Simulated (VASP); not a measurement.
# AlNi in VASP: single point with PBEsol

Aim: the single point of AlNi with PBEsol.

Program: VASP 6.6.1. These are calculated values, not measurements. Logs are shortened: lines on timing, memory, paths and dates and some standing lists are left out, and cuts for length are marked.

### 1 The cell of the first run

The typed cell holds 4 atoms: a = 4.048 Å, b = 4.048 Å, c = 4.048 Å, α = 119.99°, β = 119.99°, γ = 90.01°.

### 2 Single point, PBEsol

Contents of INCAR:

```
SYSTEM = AlNi
PREC = Accurate
ENCUT = 520
EDIFF = 1E-6
ISMEAR = 0
SIGMA = 0.15
LREAL = .FALSE.
LASPH = .TRUE.
NELM = 60
ALGO = Fast
ISIF = 2
LWAVE = .FALSE.
LCHARG = .FALSE.
GGA = PS
NBANDS = 21
```

Contents of KPOINTS:

```
regular mesh
0
G
  12 12 12
  0 0 0
```

Contents of POSCAR:

```
AlNi
1.0
    4.0480922016      0.0003442568      0.0000058845
   -0.0003442605     -4.0480836358      0.0000091320
   -2.0238781473      2.0238761711     -2.8627899075
Al Ni
2 2
Direct
   -0.0000008712      0.9999982591      0.9999987601
    0.4999991288      0.4999982591      0.9999987601
    0.2500008712      0.7500017409      0.5000012399
    0.7500008712      0.2500017409      0.5000012399
```

Potentials or basis: VASP PAW PBE potentials, release 64 (Al, Ni).

On the command line:

```
cat potpaw_PBE.64/Al/POTCAR potpaw_PBE.64/Ni/POTCAR > POTCAR
mpirun -np 1 vasp_std > vasp.out
```

OUTCAR:

```text
SYSTEM = AlNi
   PREC = Accurate
   ENCUT = 520
   EDIFF = 1E-6
   ISMEAR = 0
   LREAL = .FALSE.
   LASPH = .TRUE.
   NELM = 60
   ISIF = 2
   GGA = PS

 ion  position               nearest neighbor table
   1  1.000  1.000  1.000-   4 2.48   3 2.48   3 2.48   3 2.48   4 2.48   3 2.48   4 2.48   4 2.48
                             2 2.86   2 2.86   2 2.86   2 2.86   2 2.86   2 2.86
   2  0.500  0.500  1.000-   3 2.48   4 2.48   4 2.48   4 2.48   3 2.48   4 2.48   3 2.48   3 2.48
                             1 2.86   1 2.86   1 2.86   1 2.86   1 2.86   1 2.86
   3  0.250  0.750  0.500-   2 2.48   1 2.48   1 2.48   1 2.48   2 2.48   1 2.48   2 2.48   2 2.48
                             4 2.86   4 2.86   4 2.86   4 2.86   4 2.86   4 2.86
   4  0.750  0.250  0.500-   1 2.48   2 2.48   2 2.48   2 2.48   1 2.48   2 2.48   1 2.48   1 2.48
                             3 2.86   3 2.86   3 2.86   3 2.86   3 2.86   3 2.86

  LATTYP: Found a face centered orthorhombic cell.
 ALAT       =     5.7243739811
 B/A-ratio  =     1.0001700990
 C/A-ratio  =     1.0002080258

  Lattice vectors:

 A1 = (  -2.0242224078,  -2.0242074647,  -2.8627807755)
 A2 = (   2.0238697938,  -2.0238632079,  -2.8627748910)
 A3 = (  -0.0003442605,  -4.0480836358,   0.0000091320)

Analysis of symmetry for initial positions (statically):
=====================================================================
 Subroutine PRICEL returns following result:

  LATTYP: Found a simple orthorhombic cell.
 ALAT       =     2.8621869905
 B/A-ratio  =     1.0001700990
 C/A-ratio  =     1.0002080258

  Lattice vectors:

 A1 = (   2.0238739705,  -2.0238696895,   0.0000075082)
 A2 = (  -2.0242182310,  -2.0242139463,   0.0000016238)
 A3 = (  -0.0000041768,   0.0000064816,  -2.8627823992)

   2 primitive cells build up your supercell.

 Routine SETGRP: Setting up the symmetry group for a
 face centered orthorhombic supercell.

 Subroutine GETGRP returns: Found  8 space group operations
 (whereof  8 operations were pure point group operations)
 out of a pool of  8 trial point group operations.

The static configuration has the point symmetry D_2h.

Analysis of symmetry for dynamics (positions and initial velocities):
=====================================================================
 Subroutine PRICEL returns following result:

  LATTYP: Found a simple orthorhombic cell.
 ALAT       =     2.8621869905
 B/A-ratio  =     1.0001700990
 C/A-ratio  =     1.0002080258

  Lattice vectors:
[... 106 lines left out ...]
   ISTART =      0    job   : 0-new  1-cont  2-samecut
   ICHARG =      2    charge: 1-file 2-atom 10-const
   ISPIN  =      1    spin polarized calculation?
   LNONCOLLINEAR =      F non collinear calculations
   LSORBIT =      F    spin-orbit coupling
   LASPH  =      T    aspherical Exc in radial PAW
   ENCUT  =  520.0 eV  38.22 Ry    6.18 a.u.   7.53  7.53  7.53*2*pi/ulx,y,z
   NELM   =     60;   NELMIN=  2; NELMDL= -5     # of ELM steps
   EDIFF  = 0.1E-05   stopping-criterion for ELM
   LREAL  =      F    real-space projection
[... 7 lines left out ...]
   TEBEG  =    0.0;   TEEND  =   0.0 temperature during run
   PSTRESS=    0.0 pullay stress
   NELECT =      26.0000    total number of electrons
   NUPDOWN=      -1.0000    fix difference up-down
   EMIN   =  10.00;   EMAX   =-10.00  energy-range for DOS
   EFERMI =   0.00;   METHOD = LEGACY
   ISMEAR =     0;   SIGMA  =   0.15  broadening in eV -4-tet -1-fermi 0-gaus
   EFERMI_NEDOS =   21; number of points for ismear=-14 and -15
   IALGO  =     68    algorithm
   IMIX   =      4    mixing-type and parameters
     AMIX     =   0.40;   BMIX     =  1.00
     AMIX_MAG =   1.60;   BMIX_MAG =  1.00
  volume/ion in A,a.u.               =      11.73        79.15
  Fermi-wavevector in a.u.,A,eV,Ry     =   1.344734  2.541180 24.603563  1.808311
  Thomas-Fermi vector in A             =   2.472704
   LORBIT       =      0    0 simple, 1 ext, 2 COOP (PROOUT), +10 PAW based schemes
   GGA     = PS    functional components
   LHFCALC =     F    Hartree Fock is set to
   AEXX    =    0.0000 exact exchange contribution
   IVDW    =     0    specifies the selected vdW correction
   LEPSILON=     F    determine dielectric tensor
   LRPA    =     F    only Hartree local field effects (RPA)
 non-spin polarized calculation
 RMM-DIIS sequential band-by-band and
 Gauss-broadening in eV      SIGMA  =   0.15
  energy-cutoff  :      520.00
  volume of cell :       46.91
 maximum number of plane-waves:      1283
   NGX = 15   NGY = 15   NGZ = 15

 number of electron      25.9999994 magnetization

 Free energy of the ion-electron system (eV)
  ---------------------------------------------------
  ext. energy  EPLUGINS =         0.00000000
  ---------------------------------------------------
  free energy    TOTEN  =       -23.18348769 eV

  energy without entropy =      -23.16739774  energy(sigma->0) =      -23.17544271

 E-fermi :  10.1713     XC(G=0): -12.2597

 val. band max:       10.1699831958   @ k =  -0.0833   0.3333   0.2500
 cond. band min:      10.1804870812   @ k =  -0.0833  -0.2500   0.1667
 fundamental gap:      0.0105038854
 Fermi energy:        10.1713346552

 k-point     1 :       0.0000    0.0000    0.0000
  band No.  band energies     occupation
      1      -1.1196      2.00000
      2       5.9628      2.00000
      3       5.9628      2.00000
      4       5.9628      2.00000
      5       6.8265      2.00000
      6       6.8266      2.00000
[... 565 lines left out ...]
     20      20.1291      0.00000
     21      20.8231      0.00000

 [... further k-points ...]

------------------------ aborting loop because EDIFF is reached ----------------------------------------

  FORCE on cell =-STRESS in cart. coord.  units (eV):
  Direction    XX          YY          ZZ          XY          YZ          ZX
  --------------------------------------------------------------------------------------
  -------------------------------------------------------------------------------------
  Total        0.0445616      0.0445614      0.0416619     -0.0020583     -0.0000002      0.0000001
  in kB        1.5218881      1.5218817      1.4228591     -0.0702975     -0.0000068      0.0000044
  external PRESSURE =       1.4888763 kB  Pullay stress =       0.0000000 kB

 VOLUME and BASIS-vectors are now :
 -----------------------------------------------------------------------------
  energy-cutoff  :      520.00
  volume of cell :       46.91
      direct lattice vectors                 reciprocal lattice vectors
     4.048092202  0.000344257  0.000005885     0.247030202 -0.000021402 -0.174655619
    -0.000344260 -4.048083636  0.000009132     0.000021262 -0.247030865 -0.174655818
    -2.023878147  2.023876171 -2.862789907     0.000000508 -0.000000788 -0.349310517

 POSITION                                       TOTAL-FORCE (eV/Angst)
 -----------------------------------------------------------------------------------
      2.02387     -2.02386     -2.86277        -0.000000      0.000000     -0.000000
     -0.00001      0.00001     -2.86278        -0.000000      0.000000     -0.000000
     -0.00017     -2.02404     -1.43139         0.000000     -0.000000     -0.000000
      2.02405      0.00017     -1.43139        -0.000000      0.000000      0.000000
 -----------------------------------------------------------------------------------
    total drift:                               -0.000347      0.001549      0.001212

  FREE ENERGIE OF THE ION-ELECTRON SYSTEM (eV)
  ---------------------------------------------------
  free  energy   TOTEN  =       -23.1834876850 eV

  energy  without entropy=      -23.1673977385  energy(sigma->0) =      -23.17544271
```

OSZICAR:

```text
N       E                     dE             d eps       ncg     rms          rms(c)
DAV:   1     0.126059015423E+03    0.12606E+03   -0.11210E+04 11824   0.140E+03
DAV:   2    -0.201681025565E+02   -0.14623E+03   -0.13900E+03 11900   0.269E+02
DAV:   3    -0.263489843174E+02   -0.61809E+01   -0.60478E+01 13893   0.695E+01
DAV:   4    -0.264706400514E+02   -0.12166E+00   -0.12154E+00 13429   0.867E+00
DAV:   5    -0.264749982117E+02   -0.43582E-02   -0.43580E-02 14022   0.172E+00    0.181E+01
RMM:   6    -0.303977999872E+02   -0.39228E+01   -0.49355E+01 13340   0.797E+01    0.249E+01
RMM:   7    -0.232155363356E+02    0.71823E+01   -0.15027E+01 11926   0.446E+01    0.167E+00
RMM:   8    -0.232049754566E+02    0.10561E-01   -0.34042E-01 12256   0.532E+00    0.123E+00
RMM:   9    -0.231864772609E+02    0.18498E-01   -0.84467E-02 12292   0.140E+00    0.481E-01
RMM:  10    -0.231834386149E+02    0.30386E-02   -0.84642E-03 13912   0.990E-01    0.165E-01
RMM:  11    -0.231834838351E+02   -0.45220E-04   -0.95109E-04 14242   0.312E-01    0.598E-02
RMM:  12    -0.231834803504E+02    0.34847E-05   -0.39989E-04 15260   0.182E-01    0.478E-02
RMM:  13    -0.231835093565E+02   -0.29006E-04   -0.14589E-04 14196   0.740E-02    0.107E-01
RMM:  14    -0.231834861929E+02    0.23164E-04   -0.58368E-05 13029   0.653E-02    0.262E-02
RMM:  15    -0.231834874461E+02   -0.12532E-05   -0.15391E-05 14132   0.253E-02    0.140E-02
RMM:  16    -0.231834876850E+02   -0.23892E-06   -0.27050E-06  8634   0.106E-02
   1 F= -.23183488E+02 E0= -.23175443E+02  d E =-.160899E-01
```

stdout:

```text
POSCAR found type information on POSCAR AlNi
 POSCAR found :  2 types and       4 ions
 scaLAPACK will be used
 -----------------------------------------------------------------------------
|                                                                             |
|                                                                             |
|     You enforced a specific xc type in the INCAR file but a different       |
|     I HOPE YOU KNOW WHAT YOU ARE DOING!                                     |
|                                                                             |
 -----------------------------------------------------------------------------

 LDA part: xc-table for (Slater+PW92), standard interpolation
 POSCAR, INCAR and KPOINTS ok, starting setup
 FFT: planning ... GRIDC
 FFT: planning ... GRID_SOFT
 FFT: planning ... GRID
 WAVECAR not read
 entering main loop
```

Run time: 3.7 min. Hardware: 1 thread of AMD EPYC 7R13 (Zen 3), shared host; peak memory 0.32 GiB.

Results:

* Free energy: -23.1835 eV
* Pressure: 0.1 GPa
* Band gap on the k mesh: zero (bands 13 and 14 overlap by 3.00 eV)

Caveat: the PAW data sets were made with another functional, which shifts forces and pressure a little. Spin polarisation is off, so any magnetic state and its effect on volume and gap are missing.
